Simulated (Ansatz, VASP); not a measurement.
## CdSe in VASP and in Ansatz

Contents of INCAR:

```
  PREC = Accurate
  ENCUT = 520
  EDIFF = 1E-6
  ISMEAR = -1
  SIGMA = 0.02
  LREAL = False
  LASPH = True
  NELM = 80
  ALGO = Normal
  ISIF = 2
  LWAVE = False
  LCHARG = False
  GGA = PE
  NBANDS = 16
```

The input KPOINTS:

```
Automatic mesh
0
Gamma
  8 8 8
```

Contents of POSCAR:

```
CdSe
1.0
    0.0383472621      3.0677809650      3.0677809650
    3.0677809650      0.0383472621      3.0677809650
    3.1061282271      3.1061282271      0.0000000000
Cd Se
1 1
Direct
    0.0026743383      0.0026743383     -0.0026743383
    0.2473256617      0.2473256617      0.2526743383
```

Input for Ansatz:

```yaml
crystal:
  lattice:
    - [0.0383472621, 3.067780965, 3.067780965]
    - [3.067780965, 0.0383472621, 3.067780965]
    - [3.1061282271, 3.1061282271, 0.0]
  atoms:
    - { symbol: Cd, position: [0.0026743383, 0.0026743383, -0.0026743383] }
    - { symbol: Se, position: [0.2473256617, 0.2473256617, 0.2526743383] }
kpoints:
  mp_grid: { grid: [8, 8, 8] }
  band_path:
    path:
      - [0.0, 0.0, 0.0]
      - [-0.5, -0.5, 0.0]
      - [-0.375, -0.375, 0.25]
      - [-0.375, 0.0, 0.375]
      - [0.0, 0.0, 0.5]
      - [-0.5, -0.25, 0.25]
    npoints: 1
hamiltonian:
  xc: pbe
scf:
  occupations: { method: fermi_dirac, width: 0.02 }
  n_extra_bands: 4
output:
  forces: true
  stress: true
  eigenvalues: true
```

Change from the starting cell: shear_xy strain +2.5%.

Alike in both runs: task single point; functional PBE; k mesh 8 × 8 × 8; occupations fermi-dirac, width 0.02 eV; no spin polarisation.

```csv
,VASP,Ansatz
version,VASP 6.6.1,Ansatz 0.2.0
potentials or method,"VASP PAW PBE potentials, release 64 (Cd, Se)","plane waves, PAW"
plane-wave cutoff (eV),520,420
valence electrons in the cell,18,36
```

|  | VASP | Ansatz | Ansatz less VASP |
| --- | --- | --- | --- |
| pressure (GPa) | 1.7 | 1.4 | -0.29 |
| traceless stress, the component that is largest in VASP (GPa) | -0.53 | -0.53 | +0.003 |

The functional is the same, so the differences come from potentials, cutoffs and numerics. VASP's potentials hold 18 valence electrons a cell and Ansatz's 36, so a difference there can come from the potentials and not from the codes.
